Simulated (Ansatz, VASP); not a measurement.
## One calculation of Si, two programs

The input INCAR:

```
PREC = Accurate
ENCUT = 520
EDIFF = 1E-6
ISMEAR = 0
SIGMA = 0.15
LREAL = False
LASPH = True
NELM = 60
ALGO = Normal
ISIF = 2
LWAVE = False
LCHARG = False
GGA = CA
NBANDS = 8
```

KPOINTS

```
Automatic mesh
0
Gamma
  24 24 20
```

File POSCAR:

```
Si
1.0
    2.5550292445      0.0000000000      0.0000000000
   -1.2775146223      2.2127202332      0.0000000000
    0.0000000000      0.0000000000      2.3430366705
Si
1
Direct
    0.0000000000      0.0000000000      0.0000000000
```

Input for Ansatz:

```yaml
crystal:
  lattice:
    - [2.5550292445, 0.0, 0.0]
    - [-1.2775146223, 2.2127202332, 0.0]
    - [0.0, 0.0, 2.3430366705]
  atoms:
    - { symbol: Si, position: [0.0, 0.0, 0.0] }
basis:
  ecutwfc: 420
kpoints:
  mp_grid: { grid: [24, 24, 20] }
hamiltonian:
  xc: lda
scf:
  occupations: { method: gaussian, width: 0.15 }
output:
  forces: true
  stress: true
  eigenvalues: true
  write_density: true
  write_potential: true
  elf: true
  volumetric_format: npy
```

Change from the starting cell: strain -0.025 along x and y, -0.050 along z, atoms carried along.

Alike in both runs: task single point; functional LDA; k mesh 24 × 24 × 20; occupations gaussian, width 0.15 eV; no spin polarisation.

|  | VASP | Ansatz |
| --- | --- | --- |
| version | VASP 6.6.1 | Ansatz 0.2.0 |
| potentials or method | VASP PAW LDA potentials, release 64 (Si), cutoff 520 eV | scalar-relativistic, plane waves, PAW |
| valence electrons in the cell | 4 | 4 |

```tsv
	VASP	Ansatz	Ansatz less VASP
gap on the k mesh at the Fermi level (eV)	none	none	-
pressure (GPa)	14.5	14.3	-0.15
traceless stress, the component that is largest in VASP (GPa)	6.89	6.85	-0.039
```

LDA's correlation is that of Perdew and Zunger in VASP and of Perdew and Wang (1992) in Ansatz. A gap of «none» marks a metal or a gap that the smearing closes.
